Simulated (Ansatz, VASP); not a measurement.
# Mn3NiB in VASP and in Ansatz

```
Ni B Mn
1.0
     3.89051    0.00000    0.00000
     0.00000    3.89051    0.00000
     0.00000    0.00000    3.89051
Ni B Mn
1 1 3
Direct
  0.00000 0.00000 0.00000
  0.50000 0.50000 0.50000
  0.50000 0.50000 0.00000
  0.50000 0.00000 0.50000
  0.00000 0.50000 0.50000
```

Alike in both runs: functional PBE; k mesh 10 × 10 × 10; occupations gaussian, width 0.1 eV; collinear spin.

Ansatz relaxed the structure, and its values are those at the end. VASP's run is a single point on that final structure, the one shown.

|  | VASP | Ansatz |
| --- | --- | --- |
| version | VASP 6.6.1 | Ansatz 0.2.0 |
| potentials or method | VASP PAW PBE potentials, release 64 (Ni, B, Mn_pv), cutoff 520 eV | scalar-relativistic, plane waves, PAW |
| valence electrons in the cell | 52 | 66 |

|  | VASP | Ansatz | Ansatz less VASP |
| --- | --- | --- | --- |
| gap on the k mesh at the Fermi level (eV) | none | none | - |
| pressure (GPa) | 0.6 | 0.0 | -0.61 |
| net moment per atom (μB) | 1.60 | 1.59 | -0.011 |
| size of the moment on the site where the two differ most (μB) | 2.52 | 2.21 | -0.305 |

Site moments also hang on the region over which each program counts them. A gap of «none» marks a metal or a gap that the smearing closes. With one functional, cell and mesh, what is left measures potentials, basis and numerics. VASP's potentials hold 52 valence electrons a cell and Ansatz's 66, so a difference there can come from the potentials and not from the codes.
